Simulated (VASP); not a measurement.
## SnO2: single point with PBE

SnO2:

```
Sn O
1.0
     1.64370    0.94899    4.91826
    -1.64370    0.94899    4.91826
     0.00000   -1.89798    4.91826
Sn O
1 2
Direct
  0.50000 0.50000 0.50000
  0.23488 0.23488 0.23488
  0.76512 0.76512 0.76512
```

```
Program             : VASP 6.6.1
Task                : single point
Functional          : PBE
Potentials or basis : VASP PAW PBE potentials, release 64 (Sn_d, O)
Cutoff              : 520 eV
k mesh              : 12 × 12 × 12
Occupations         : gaussian, width 0.05 eV
Spin                : no spin polarisation
```

```yaml
Pressure: -4.6 GPa
Largest_force: 0.237 eV/Å
Band_gap_on_the_k_mesh: 1.69 eV (least direct gap 1.83 eV)
```

Forces in eV/Å, atoms in the order of the input:
```
Sn   0.000  0.000  0.000
O    0.000  0.000 -0.237
O    0.000  0.000  0.237
```

Stress tensor (GPa, compression positive):
```
-5.82  0.00  0.00
 0.00 -5.82  0.00
 0.00  0.00 -2.03
```

Levels at points of the mesh, in eV from the valence-band top:
```tsv
k point	band 9	band 10	band 11	band 12	band 13	band 14	band 15	band 16	band 17	band 18
(0.00, 0.00, 0.00)	-1.27	-1.27	-0.94	-0.94	-0.14	1.69	5.54	10.62	10.62	11.07
(0.50, 0.00, 0.00)	-3.97	-2.91	-1.32	-0.58	-0.48	4.96	7.47	9.67	12.16	12.33
(0.50, 0.50, 0.00)	-4.15	-2.98	-1.05	-0.47	-0.05	4.75	6.73	10.32	11.01	12.29
(0.50, 0.50, 0.50)	-1.31	-1.31	-1.11	-0.90	-0.90	2.79	5.41	10.76	10.76	11.64
```

It took 4.7 min on 1 thread of Intel(R) Xeon(R) Platinum 8259CL CPU @ 2.50GHz (Skylake/Cascade Lake), on a shared host, peak memory 0.34 GiB.

Caveat: the cell stands under tension; spin-orbit coupling is left out, which moves the levels of the heavy elements. A k mesh can miss the band edges.
